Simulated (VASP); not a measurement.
Crystal: GaN.

```
Ga N
1.0
     3.18315    0.00000    0.00000
    -1.59157    2.75669    0.00000
     0.00000    0.00000    5.18363
Ga N
2 2
Direct
  0.33333 0.66667 0.99911
  0.66667 0.33333 0.49911
  0.33333 0.66667 0.37589
  0.66667 0.33333 0.87589
```

Program: VASP 6.6.1. Alike in all runs: task single point; no spin polarisation; cell as given; k mesh 6 × 6 × 4; cutoff (eV) 520; smearing gaussian 0.01 eV.

Order these runs on this cell by their pressure, lowest first.
A. level PBE; potentials or basis VASP PAW PBE potentials, release 64 (Ga_d, N)
B. level LDA; potentials or basis VASP PAW LDA potentials, release 64 (Ga_d, N)
C. level r2SCAN; potentials or basis VASP PAW PBE potentials, release 64 (Ga_d, N)

B (-4.4 GPa), C (1.1 GPa), A (6.3 GPa).

Caveats: the PAW data sets were made with another functional, which shifts forces and pressure a little (some runs).
